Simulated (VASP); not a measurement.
Wanted: the native input for a VASP 6.6.1 run.

- Task: single point
- Functional: PBE
- Potentials or basis: VASP PAW PBE potentials, release 64 (Cs_sv, Pb_d, Br)
- Cutoff: 520 eV
- k mesh: 4 × 4 × 4
- Occupations: fermi-dirac, width 0.02 eV
- Spin: no spin polarisation
- Dipole correction: no
- Further INCAR settings: ALGO = Normal; EDIFF = 1e-06; NBANDS = 30

The structure of CsPbBr3 lies in POSCAR:

```
CsPbBr3
1.0
    5.9429613195      0.0000000000      0.0000000000
    0.0000000000      5.9429613195      0.0000000000
    0.0000000000      0.0000000000      5.9429613195
Cs Pb Br
1 1 3
Direct
    0.0000000000      0.0000000000      0.0000000000
    0.5000000000      0.5000000000      0.5000000000
    0.5000000000      0.5000000000      0.0000000000
    0.5000000000      0.0000000000      0.5000000000
    0.0000000000      0.5000000000      0.5000000000
```

These files were run (other wordings do the same):

INCAR

```
SYSTEM = CsPbBr3
PREC = Accurate ; ENCUT = 520
EDIFF = 1E-6 ; ISMEAR = -1
SIGMA = 0.02 ; LREAL = .False.
LASPH = .True. ; NELM = 100
ALGO = Normal ; ISIF = 2
LWAVE = .False. ; LCHARG = .True.
GGA = PE ; LELF = .True.
LVHAR = .True. ; NBANDS = 30
```

KPOINTS

```
regular mesh
0
Gamma
  4 4 4
  0 0 0
```

Potentials or basis: VASP PAW PBE potentials, release 64 (Cs_sv, Pb_d, Br).

Command:

```bash
$ cat potpaw_PBE.64/Cs_sv/POTCAR potpaw_PBE.64/Pb_d/POTCAR potpaw_PBE.64/Br/POTCAR > POTCAR
$ mpirun -np 1 vasp_std > vasp.out
```

Results of the run:

```json
{
  "Pressure": "0.7 GPa",
  "Band gap on the k mesh": "1.67 eV"
}
```

Caveat: spin-orbit coupling is left out, which moves the levels of the heavy elements.

Run time: 100 s on 1 thread of Oxide Virtual Turin-like Processor, on a shared host, peak memory 0.31 GiB.
